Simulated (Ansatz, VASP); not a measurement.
Two plane-wave programs on P

```
CELL_PARAMETERS angstrom
1.68004 -5.72736 0.00000
1.68004 5.72736 0.00000
0.00000 0.00000 4.62614
ATOMIC_POSITIONS crystal
P 0.09407 0.90593 0.91372
P 0.59407 0.40593 0.58628
P 0.90593 0.09407 0.08628
P 0.40593 0.59407 0.41372
```

Change from the starting cell: strain +0.015 along x and y, +0.015 along z, atoms carried along.

Alike in both runs: task single point; functional PBE; k mesh 10 × 10 × 8; occupations gaussian, width 0.03 eV; no spin polarisation.

|  | VASP | Ansatz |
| --- | --- | --- |
| version | VASP 6.6.1 | Ansatz 0.2.0 |
| potentials or method | VASP PAW PBE potentials, release 64 (P), cutoff 520 eV | scalar-relativistic, plane waves, PAW |
| valence electrons in the cell | 20 | 20 |

VASP gave:

| Property | Result |
| --- | --- |
| gap on the k mesh at the Fermi level (eV) | 0.23 |
| least direct gap on the mesh (eV) | 0.23 |
| pressure (GPa) | -3.1 |
| traceless stress, the component that is largest in VASP (GPa) | -0.66 |
| rms of the force components (eV/Å) | 0.228 |

Q: What did Ansatz give for the same quantities?

A: gap on the k mesh at the Fermi level (eV): 0.22; least direct gap on the mesh (eV): 0.22; pressure (GPa): -2.8; traceless stress, the component that is largest in VASP (GPa): -0.67; rms of the force components (eV/Å): 0.201.

Atom by atom the forces differ by 0.027 eV/Å (rms over components).
